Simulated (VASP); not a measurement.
# BeSe in VASP: relaxation of the atoms with PBE+D4

Aim: the relaxation of the atoms of BeSe with PBE+D4.

Everything below comes from runs of VASP 6.6.1. Logs are shortened: lines on timing, memory, paths and dates and some standing lists are left out, and cuts for length are marked.

**1. The cell of the first run**

The cell holds a slab with vacuum, 8 atoms: a = 3.585 Å, b = 3.585 Å, c = 24.513 Å, α = 90.00°, β = 90.00°, γ = 120.00°.

**2. Relaxation of the atoms, PBE+D4**

INCAR

```
SYSTEM = BeSe
PREC     = Accurate       ! precision mode
ENCUT    = 520            ! plane-wave cutoff, eV
EDIFF    = 1E-6           ! SCF threshold, eV
ISMEAR   = -1             ! smearing method
SIGMA    = 0.05           ! smearing width, eV
LREAL    = .FALSE.        ! projectors in reciprocal space
LASPH    = .TRUE.         ! aspherical terms in the spheres
NELM     = 60             ! most SCF steps
ALGO     = Normal         ! electronic algorithm
ISIF     = 2              ! what is computed and relaxed
LWAVE    = .FALSE.        ! write WAVECAR
LCHARG   = .FALSE.        ! write CHGCAR
LDIPOL   = .TRUE.       
IDIPOL   = 3            
DIPOL    = 0.5 0.5 0.500
GGA      = PE             ! functional
IVDW     = 13             ! dispersion correction
IBRION   = 2              ! ionic algorithm
NSW      = 60             ! ionic steps
EDIFFG   = -0.02          ! ionic threshold
```

KPOINTS

```
Automatic mesh
0
G
  9 9 1
  0 0 0
```

POSCAR

```
BeSe
1.0
    3.5850313806      0.0000000000      0.0000000000
   -1.7925156903      3.1047282490      0.0000000000
    0.0000000000      0.0000000000     24.5132890606
Se Be
4 4
Selective dynamics
Direct
    0.0000000000      0.0000000000      0.3059564949  F F F
    0.3333333333      0.6666666667      0.4253678827  F F F
    0.6666666667      0.3333333333      0.5447792704  T T T
    0.0000000000      0.0000000000      0.6641906581  T T T
    0.3333333333      0.6666666667      0.3358093419  F F F
    0.6666666667      0.3333333333      0.4552207296  F F F
    0.0000000000      0.0000000000      0.5746321173  T T T
    0.3333333333      0.6666666667      0.6940435051  T T T
```

Potentials or basis: VASP PAW PBE potentials, release 64 (Se, Be).

Command:

```sh
$ cat potpaw_PBE.64/Se/POTCAR potpaw_PBE.64/Be/POTCAR > POTCAR
$ mpirun -np 1 vasp_std > vasp.out
```

OUTCAR:

```text
SYSTEM = BeSe
   PREC = Accurate
   ENCUT = 520
   EDIFF = 1E-6
   ISMEAR = -1
   LREAL = .FALSE.
   LASPH = .TRUE.
   NELM = 60
   ISIF = 2
   GGA = PE
   IVDW = 13
   IBRION = 2
   NSW = 60
   EDIFFG = -0.02

 ion  position               nearest neighbor table
   1  0.000  0.000  0.306-   5 2.20   5 2.20   5 2.20
   2  0.333  0.667  0.425-   6 2.20   6 2.20   5 2.20   6 2.20
   3  0.667  0.333  0.545-   7 2.20   7 2.20   7 2.20   6 2.20
   4  0.000  0.000  0.664-   7 2.20   8 2.20   8 2.20   8 2.20
   5  0.333  0.667  0.336-   2 2.20   1 2.20   1 2.20   1 2.20
   6  0.667  0.333  0.455-   2 2.20   2 2.20   3 2.20   2 2.20
   7  0.000  0.000  0.575-   3 2.20   3 2.20   3 2.20   4 2.20
   8  0.333  0.667  0.694-   4 2.20   4 2.20   4 2.20

  LATTYP: Found a hexagonal cell.
 ALAT       =     3.5850313806
 C/A-ratio  =     6.8376776821

  Lattice vectors:

 A1 = (   3.5850313806,   0.0000000000,   0.0000000000)
 A2 = (  -1.7925156903,   3.1047282490,   0.0000000000)
 A3 = (   0.0000000000,   0.0000000000,  24.5132890606)

Analysis of symmetry for initial positions (statically):
=====================================================================
 Subroutine PRICEL returns:
 Original cell was already a primitive cell.

 Routine SETGRP: Setting up the symmetry group for a
 hexagonal supercell.

 Subroutine GETGRP returns: Found  6 space group operations
 (whereof  6 operations were pure point group operations)
 out of a pool of 24 trial point group operations.

The static configuration has the point symmetry C_3v.

Analysis of symmetry for dynamics (positions and initial velocities):
=====================================================================
 Subroutine PRICEL returns:
 Original cell was already a primitive cell.

 Routine SETGRP: Setting up the symmetry group for a
 hexagonal supercell.

 Subroutine GETGRP returns: Found  6 space group operations
 (whereof  6 operations were pure point group operations)
 out of a pool of 24 trial point group operations.

The dynamic configuration has the point symmetry C_3v.

Analysis of constrained symmetry for selective dynamics:
=====================================================================
 Subroutine PRICEL returns:
 Original cell was already a primitive cell.

 Routine SETGRP: Setting up the symmetry group for a
 hexagonal supercell.

 Subroutine GETGRP returns: Found  6 space group operations
 (whereof  6 operations were pure point group operations)
 out of a pool of 24 trial point group operations.

The constrained configuration has the point symmetry C_3v.

 Subroutine INISYM returns: Found  6 space group operations
 (whereof  6 operations are pure point group operations),
 and found     1 'primitive' translations

----------------------------------------------------------------------------------------

                                     Primitive cell

  volume of cell :     272.8463

  direct lattice vectors                    reciprocal lattice vectors
     3.585031381  0.000000000  0.000000000     0.278937586  0.161044691  0.000000000
    -1.792515690  3.104728249  0.000000000     0.000000000  0.322089381  0.000000000
     0.000000000  0.000000000 24.513289061     0.000000000  0.000000000  0.040794199

  length of vectors
     3.585031381  3.585031381 24.513289061     0.322089381  0.322089381  0.040794199

  position of ions in fractional coordinates (direct lattice)
     0.000000000  0.000000000  0.305956495
     0.333333333  0.666666667  0.425367883
     0.666666667  0.333333333  0.544779270
     0.000000000  0.000000000  0.664190658
     0.333333333  0.666666667  0.335809342
     0.666666667  0.333333333  0.455220730
     0.000000000  0.000000000  0.574632117
     0.333333333  0.666666667  0.694043505

  ion indices of the primitive-cell ions
   primitive index   ion index
                 1           1
                 2           2
                 3           3
                 4           4
                 5           5
                 6           6
                 7           7
                 8           8

----------------------------------------------------------------------------------------

 KPOINTS: Automatic mesh

Automatic generation of k-mesh.
 Grid dimensions read from file:
 generate k-points for:    9    9    1

 Generating k-lattice:

  Cartesian coordinates                     Fractional coordinates (reciprocal lattice)
     0.030993065  0.017893855  0.000000000     0.111111111  0.000000000  0.000000000
     0.000000000  0.035787709  0.000000000     0.000000000  0.111111111  0.000000000
     0.000000000  0.000000000  0.040794199     0.000000000  0.000000000  1.000000000

  Length of vectors
     0.035787709  0.035787709  0.040794199

  Shift w.r.t. Gamma in fractional coordinates (k-lattice)
     0.000000000  0.000000000  0.000000000

 Subroutine IBZKPT returns following result:
 ===========================================

 Found     12 irreducible k-points:

 Following reciprocal coordinates:
            Coordinates               Weight
  0.000000  0.000000  0.000000      1.000000
  0.111111  0.000000  0.000000      6.000000
  0.222222  0.000000  0.000000      6.000000
  0.333333  0.000000  0.000000      6.000000
  0.444444  0.000000  0.000000      6.000000
  0.111111  0.111111  0.000000      6.000000
  0.222222  0.111111  0.000000     12.000000
  0.333333  0.111111  0.000000     12.000000
  0.444444  0.111111  0.000000      6.000000
  0.222222  0.222222  0.000000      6.000000
  0.333333  0.222222  0.000000     12.000000
  0.333333  0.333333  0.000000      2.000000
   k-points           NKPTS =     12   k-points in BZ     NKDIM =     12   number of bands    NBANDS=     21
   number of dos      NEDOS =    301   number of ions     NIONS =      8
   total plane-waves  NPLWV = 150528
   dimension x,y,z NGX =    28 NGY =   28 NGZ =  192
   dimension x,y,z NGXF=    56 NGYF=   56 NGZF=  384
   ions per type =               4   4
   NGX,Y,Z   is equivalent  to a cutoff of  12.98, 12.98, 13.02 a.u.
   NGXF,Y,Z  is equivalent  to a cutoff of  25.97, 25.97, 26.04 a.u.
 SYSTEM =  BeSe
   PREC   = accura    normal or accurate (medium, high low for compatibility)
   ISTART =      0    job   : 0-new  1-cont  2-samecut
   ICHARG =      2    charge: 1-file 2-atom 10-const
   ISPIN  =      1    spin polarized calculation?
   LNONCOLLINEAR =      F non collinear calculations
   LSORBIT =      F    spin-orbit coupling
   LASPH  =      T    aspherical Exc in radial PAW
   ENCUT  =  520.0 eV  38.22 Ry    6.18 a.u.   6.67  6.67 45.58*2*pi/ulx,y,z
   NELM   =     60;   NELMIN=  2; NELMDL= -5     # of ELM steps
   EDIFF  = 0.1E-05   stopping-criterion for ELM
   LREAL  =      F    real-space projection
   EDIFFG = -.2E-01   stopping-criterion for IOM
   NSW    =     60    number of steps for IOM
   IBRION =      2    ionic relax: 0-MD 1-quasi-New 2-CG
   NFREE  =      1    steps in history (QN), initial steepest desc. (CG)
   ISIF   =      2    stress and relaxation
   ISYM   =      2    0-nonsym 1-usesym 2-fastsym
   POTIM  = 0.5000    time-step for ionic-motion
   TEBEG  =    0.0;   TEEND  =   0.0 temperature during run
   PSTRESS=    0.0 pullay stress
   NELECT =      32.0000    total number of electrons
   NUPDOWN=      -1.0000    fix difference up-down
   EMIN   =  10.00;   EMAX   =-10.00  energy-range for DOS
   EFERMI =   0.00;   METHOD = LEGACY
   ISMEAR =    -1;   SIGMA  =   0.05  broadening in eV -4-tet -1-fermi 0-gaus
   EFERMI_NEDOS =   21; number of points for ismear=-14 and -15
   IALGO  =     38    algorithm
   IMIX   =      4    mixing-type and parameters
     AMIX     =   0.40;   BMIX     =  1.00
     AMIX_MAG =   1.60;   BMIX_MAG =  1.00
  volume/ion in A,a.u.               =      34.11       230.16
  Fermi-wavevector in a.u.,A,eV,Ry     =   0.801344  1.514320  8.737003  0.642152
  Thomas-Fermi vector in A             =   1.908813
   LORBIT       =      0    0 simple, 1 ext, 2 COOP (PROOUT), +10 PAW based schemes
   GGA     = PE    functional components
   LHFCALC =     F    Hartree Fock is set to
   AEXX    =    0.0000 exact exchange contribution
   IVDW    =    13    specifies the selected vdW correction
   LEPSILON=     F    determine dielectric tensor
   LRPA    =     F    only Hartree local field effects (RPA)
 conjugate gradient relaxation of ions
 non-spin polarized calculation
  energy-cutoff  :      520.00
  volume of cell :      272.85
 maximum number of plane-waves:      7391
 NGX is ok and might be reduce to    28
   NGX = 13   NGY = 13   NGZ = 91

 dipolmoment           0.000000      0.000000      0.001063 electrons x Angstroem

--------------------------------------- Ionic step        1  -------------------------------------------

 number of electron      32.0000000 magnetization

 Free energy of the ion-electron system (eV)
  ---------------------------------------------------
  ext. energy  EPLUGINS =         0.00000000
  ---------------------------------------------------
  free energy    TOTEN  =       -33.04531187 eV

  energy without entropy =      -33.01158294  energy(sigma->0) =      -33.02844741

------------------------ aborting loop because EDIFF is reached ----------------------------------------

  DFT-D4 for vdW energy calculation

  Edisp (eV):   -1.93853

  FORCE on cell =-STRESS in cart. coord.  units (eV):
  Direction    XX          YY          ZZ          XY          YZ          ZX
  --------------------------------------------------------------------------------------
  -------------------------------------------------------------------------------------
  Total       0.01198     0.01198     3.69929     0.00000     0.00000     0.00000
  in kB       0.07032     0.07032    21.72253     0.00000     0.00000     0.00000
  external pressure =        7.29 kB  Pullay stress =        0.00 kB
[... 115 lines left out ...]
  FREE ENERGIE OF THE ION-ELECTRON SYSTEM (eV)
  ---------------------------------------------------
  free  energy   TOTEN  =       -35.1517688754 eV

  energy  without entropy=      -35.1276644489  energy(sigma->0) =      -35.13971666

 E-fermi :   0.0023     XC(G=0):  -5.1985

 val. band max:       -0.0004359278   @ k =   0.4444   0.1111   0.0000
 cond. band min:       0.0543503200   @ k =   0.3333   0.3333   0.0000
 fundamental gap:      0.0547862478
 Fermi energy:         0.0022570332

 k-point     1 :       0.0000    0.0000    0.0000
  band No.  band energies     occupation
      1     -16.6237      2.00000
      2     -15.4385      2.00000
      3     -13.8887      2.00000
      4     -12.1177      2.00000
      5      -7.4149      2.00000
      6      -5.4973      2.00000
[... 262 lines left out ...]
      5      -7.8449      2.00000
      6      -7.6690      2.00000
[... 13 lines left out ...]
     20       3.9072      0.00000
     21       4.7594      0.00000

[... ionic steps 4 to 9 ...]

--------------------------------------- Ionic step       10  -------------------------------------------

 number of electron      32.0000000 magnetization

------------------------ aborting loop because EDIFF is reached ----------------------------------------

  DFT-D4 for vdW energy calculation

  Edisp (eV):   -1.91662
[... 81 lines left out ...]
  energy  without entropy=      -35.1785471331  energy(sigma->0) =      -35.19147549

--------------------------------------- Ionic step       12  -------------------------------------------

 number of electron      31.9999999 magnetization

 dipolmoment           0.000000      0.000000     -0.285069 electrons x Angstroem

 Free energy of the ion-electron system (eV)
  ---------------------------------------------------
  ext. energy  EPLUGINS =         0.00000000
  ---------------------------------------------------
  free energy    TOTEN  =       -33.28835397 eV

  energy without entropy =      -33.26218486  energy(sigma->0) =      -33.27526942

 E-fermi :  -0.0107     XC(G=0):  -5.1829

 val. band max:       -0.0560446065   @ k =   0.4444   0.0000   0.0000
 cond. band min:      -0.0095011441   @ k =   0.4444   0.1111   0.0000
 fundamental gap:      0.0465434624
 Fermi energy:        -0.0107479206

 k-point     1 :       0.0000    0.0000    0.0000
  band No.  band energies     occupation
      1     -16.7078      2.00000
      2     -15.3189      2.00000
      3     -13.8933      2.00000
      4     -12.1255      2.00000
      5      -7.4371      2.00000
      6      -5.4356      2.00000
[... 277 lines left out ...]
     20       4.0074      0.00000
     21       4.6864      0.00000

------------------------ aborting loop because EDIFF is reached ----------------------------------------

 vacuum level on the upper side and lower side of the slab       (xc-potential included)        -2.277         2.261

  DFT-D4 for vdW energy calculation

  Edisp (eV):   -1.91629

  FORCE on cell =-STRESS in cart. coord.  units (eV):
  Direction    XX          YY          ZZ          XY          YZ          ZX
  --------------------------------------------------------------------------------------
  -------------------------------------------------------------------------------------
  Total       1.63677     1.63677     1.75940    -0.00000     0.00000     0.00000
  in kB       9.61123     9.61123    10.33132    -0.00000     0.00000     0.00000
  external pressure =        9.85 kB  Pullay stress =        0.00 kB
[... 23 lines left out ...]
  FREE ENERGIE OF THE ION-ELECTRON SYSTEM (eV)
  ---------------------------------------------------
  free  energy   TOTEN  =       -35.2046458754 eV

  energy  without entropy=      -35.1784767600  energy(sigma->0) =      -35.19156132

 reached required accuracy - stopping structural energy minimisation

 vacuum level on the upper side and lower side of the slab         2.266         6.901
```

Run time: 27 min. Hardware: 1 thread of Intel Xeon 8259CL, shared host; peak memory 0.44 GiB.

What came out:

```yaml
Free_energy: -35.2046 eV
Energy_gained_by_relaxing: 27.6 meV/atom
Ionic_steps: 12
Band_gap_on_the_k_mesh: zero (bands 16 and 17 overlap by 0.52 eV)
Dispersion_energy_per_atom: -0.240 eV
```

The path:
```csv
step,energy change (eV),largest force on free atoms (eV/Å),pressure (GPa)
1,0.0000,1.2992,0.73
2,-0.1123,0.7833,0.78
3,-0.1679,0.3753,0.91
4,-0.1732,0.4117,0.97
5,-0.1735,0.4416,0.99
6,-0.1913,0.3487,0.99
7,-0.2059,0.4361,0.96
8,-0.2072,0.3399,0.97
9,-0.2167,0.1622,0.98
10,-0.2205,0.0482,1.00
11,-0.2206,0.0447,1.00
12,-0.2208,0.0131,0.99
```

Final structure:
```
Se Be
1.0
     3.58503    0.00000    0.00000
    -1.79252    3.10473    0.00000
     0.00000    0.00000   24.51329
Se Be
4 4
Direct
  0.00000 0.00000 0.30596
  0.33333 0.66667 0.42537
  0.66667 0.33333 0.55008
  0.00000 0.00000 0.67514
  0.33333 0.66667 0.33581
  0.66667 0.33333 0.45522
  0.00000 0.00000 0.57640
  0.33333 0.66667 0.68638
```

The gap in the log of VASP goes by the Fermi energy; the results here count the filled bands.